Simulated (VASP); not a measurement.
Write the native input for VASP 6.6.1 that does the following.

```
Task                   : single point
Functional             : revPBE
Potentials or basis    : VASP PAW PBE potentials, release 64 (Ta_pv)
Cutoff                 : 520 eV
k mesh                 : 9 × 9 × 13
Occupations            : fermi-dirac, width 0.1 eV
Spin                   : no spin polarisation
Dipole correction      : no
Further INCAR settings : ALGO = Normal; EDIFF = 1e-06; NBANDS = 24
```

The structure of Ta lies in POSCAR:

```
Ta
1.0
    4.6809235193      0.0000000000      0.0000000000
   -2.3404617596      4.0537986809      0.0000000000
    0.0000000000      0.0000000000      2.6284606415
Ta
3
Direct
    0.0000000000      1.0000000000      0.0000000000
    0.3333333333      0.6666666667      0.5000000000
    0.6666666667      0.3333333333      0.5000000000
```

This cell differs from its parent crystal: volume scaled by 0.88.

One way to write it, as run:

INCAR

```
  PREC = Accurate
  ENCUT = 520
  EDIFF = 1E-6
  ISMEAR = -1
  SIGMA = 0.1
  LREAL = F
  LASPH = T
  NELM = 60
  ALGO = Normal
  ISIF = 2
  LWAVE = F
  LCHARG = T
  GGA = RE
  LELF = T
  LVHAR = T
  NBANDS = 24
```

KPOINTS

```
Automatic mesh
0
Gamma
  9 9 13
```

Potentials or basis: VASP PAW PBE potentials, release 64 (Ta_pv).

Launch:

```bash
$ cat potpaw_PBE.64/Ta_pv/POTCAR > POTCAR
$ mpirun -np 1 vasp_std > vasp.out
```

Results of the run:

The pressure is 29.4 GPa.

Caveat: the PAW data sets were made with another functional, which shifts forces and pressure a little.

Run time: 63 s on 1 thread of Intel Xeon 6975P-C, on a shared host, peak memory 0.22 GiB.
